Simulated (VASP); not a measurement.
Write the native input for VASP 6.6.1 that does the following.

```
Task                   : single point
Functional             : PBE
Potentials or basis    : VASP PAW PBE potentials, release 64 (Li_sv, F)
Cutoff                 : 520 eV
k mesh                 : 8 × 8 × 8
Occupations            : gaussian, width 0.01 eV
Spin                   : no spin polarisation
Dipole correction      : no
Further INCAR settings : ALGO = Normal; EDIFF = 1e-06; NBANDS = 12
```

The structure of LiF (Griceite) lies in POSCAR:

```
LiF
1.0
    0.0000000000      2.0536692377      2.0536692377
    2.0536692377      0.0000000000      2.0536692377
    2.0536692377      2.0536692377      0.0000000000
Li F
1 1
Direct
    0.0000000000      0.0000000000      0.0000000000
    0.5000000000      0.5000000000      0.5000000000
```

This cell differs from its parent crystal: volume changed by +3%.

These files were run (other wordings do the same):

INCAR

```
SYSTEM = LiF
  PREC = Accurate
  ENCUT = 520
  EDIFF = 1E-6
  ISMEAR = 0
  SIGMA = 0.01
  LREAL = .FALSE.
  LASPH = .TRUE.
  NELM = 80
  ALGO = Normal
  ISIF = 2
  LWAVE = .FALSE.
  LCHARG = .FALSE.
  GGA = PE
  NBANDS = 12
```

KPOINTS

```
Automatic mesh
0
G
  8 8 8
  0 0 0
```

Potentials or basis: VASP PAW PBE potentials, release 64 (Li_sv, F).

Launch:

```console
$ cat potpaw_PBE.64/Li_sv/POTCAR potpaw_PBE.64/F/POTCAR > POTCAR
$ mpirun -np 1 vasp_std > vasp.out
```

It gave:

```yaml
Band_gap_on_the_k_mesh: 8.59 eV, direct
```

Wall time 3.7 s on 1 thread of Intel Xeon 6975P-C (shared host), peak memory 0.13 GiB.
